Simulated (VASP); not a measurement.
Here is a VASP 6.6.1 calculation.

File INCAR:

```
SYSTEM = AlNi
  PREC = Accurate
  ENCUT = 520
  EDIFF = 1E-6
  ISMEAR = -1
  SIGMA = 0.05
  LREAL = .FALSE.
  LASPH = .TRUE.
  NELM = 150
  ALGO = Normal
  ISIF = 2
  LWAVE = .FALSE.
  LCHARG = .FALSE.
  ISPIN = 2
  MAGMOM = 0 1.5
  LORBIT = 11
  LMAXMIX = 4
  GGA = PE
  NBANDS = 18
```

File KPOINTS:

```
Automatic mesh
0
G
  3 3 3
  0 0 0
```

File POSCAR:

```
AlNi
1.0
    2.8810000000      0.0000000000      0.0000000000
    0.0000000000      2.8810000000      0.0000000000
    0.0000000000      0.0000000000      2.8810000000
Al Ni
1 1
Direct
    0.0000000000      0.0000000000      0.0000000000
    0.5000000000      0.5000000000      0.5000000000
```

Potentials or basis: VASP PAW PBE potentials, release 64 (Al, Ni).

Launch:

```bash
$ cat potpaw_PBE.64/Al/POTCAR potpaw_PBE.64/Ni/POTCAR > POTCAR
$ mpirun -np 1 vasp_std > vasp.out
```

(1) Estimate the net moment.

(2) What does it give for the pressure?

(3) Estimate the site moments.

Results:

(1) 0.33 μB per cell.

(2) 2.7 GPa.

(3) Al +0.03; Ni +0.24 μB.

Caveat: the k points lie up to 0.73 Å⁻¹ apart.
